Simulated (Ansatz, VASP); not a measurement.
# One calculation of MgO, two programs

INCAR

```
SYSTEM = MgO
  ALGO = Normal
  EDIFF = 1E-7
  ENCUT = 520
  GGA = CA
  ISIF = 2
  ISMEAR = 0
  LASPH = .True.
  LCHARG = .True.
  LELF = .True.
  LREAL = .False.
  LVHAR = .True.
  LWAVE = .False.
  NBANDS = 36
  NELM = 100
  PREC = Accurate
  SIGMA = 0.05
```

KPOINTS

```
k-points
0
Gamma
  9 9 2
  0 0 0
```

The input POSCAR:

```
MgO
1.0
    2.0806186598     -2.0806186598      0.0000000000
    2.0806186598      0.0000000000     -2.0806186598
    8.5825519716      8.3224746391      8.0623973066
Mg O
6 6
Direct
    1.0000000000     -0.0468750000      0.3750000000
    0.3333333333      0.3072916667      0.2083333333
    0.6666666667      0.5989583333      0.5416666667
    1.0000000000      0.8906250000      0.8750000000
    0.3333333333      0.2447916667      0.7083333333
    0.6666666667      0.6614583333      0.0416666667
    0.6666666667      0.6302083333      0.2916666667
    0.0000000000     -0.0156250000      0.1250000000
    0.3333333333      0.2760416667      0.4583333333
    0.6666666667      0.5677083333      0.7916666667
    1.0000000000      0.9218750000      0.6250000000
    0.3333333333      0.2135416667      0.9583333333
```

Input for Ansatz:

```yaml
crystal:
  lattice:
    - [2.0806186598, -2.0806186598, 0.0]
    - [2.0806186598, 0.0, -2.0806186598]
    - [8.5825519716, 8.3224746391, 8.0623973066]
  atoms:
    - { symbol: Mg, position: [1.0, -0.046875, 0.375] }
    - { symbol: Mg, position: [0.3333333333, 0.3072916667, 0.2083333333] }
    - { symbol: Mg, position: [0.6666666667, 0.5989583333, 0.5416666667] }
    - { symbol: Mg, position: [1.0, 0.890625, 0.875] }
    - { symbol: Mg, position: [0.3333333333, 0.2447916667, 0.7083333333] }
    - { symbol: Mg, position: [0.6666666667, 0.6614583333, 0.0416666667] }
    - { symbol: O, position: [0.6666666667, 0.6302083333, 0.2916666667] }
    - { symbol: O, position: [0.0, -0.015625, 0.125] }
    - { symbol: O, position: [0.3333333333, 0.2760416667, 0.4583333333] }
    - { symbol: O, position: [0.6666666667, 0.5677083333, 0.7916666667] }
    - { symbol: O, position: [1.0, 0.921875, 0.625] }
    - { symbol: O, position: [0.3333333333, 0.2135416667, 0.9583333333] }
basis:
  ecutwfc: 520.0
kpoints:
  mp_grid: { grid: [9, 9, 2] }
hamiltonian:
  xc: lda
  pseudopotentials: { kind: paw, azcp: { folder: soft_1 } }
scf:
  occupations: { method: gaussian, width: 0.05 }
output:
  forces: true
  stress: true
  eigenvalues: true
```

Alike in both runs: task single point; functional LDA; k mesh 9 × 9 × 2; occupations gaussian, width 0.05 eV; no spin polarisation.

```csv
,VASP,Ansatz
version,VASP 6.6.1,Ansatz 0.2.0
potentials or method,"VASP PAW LDA potentials, release 64 (Mg, O), cutoff 520 eV","scalar-relativistic, plane waves, PAW"
valence electrons in the cell,48,96
```

|  | VASP | Ansatz | Ansatz less VASP |
| --- | --- | --- | --- |
| gap on the k mesh at the Fermi level (eV) | 4.90 | 4.91 | +0.005 |
| least direct gap on the mesh (eV) | 4.90 | 4.91 | +0.005 |
| pressure (GPa) | -0.6 | 1.3 | +1.85 |
| traceless stress, the component that is largest in VASP (GPa) | 3.39 | 3.31 | -0.087 |
| rms of the force components (eV/Å) | 0.457 | 0.441 | -0.0160 |

Ansatz warns that its potentials were made for another functional, while VASP's fit it. LDA's correlation is that of Perdew and Zunger in VASP and of Perdew and Wang (1992) in Ansatz. Atom by atom the forces differ by 0.016 eV/Å (rms over components). VASP's potentials hold 48 valence electrons a cell and Ansatz's 96, so a difference there can come from the potentials and not from the codes.
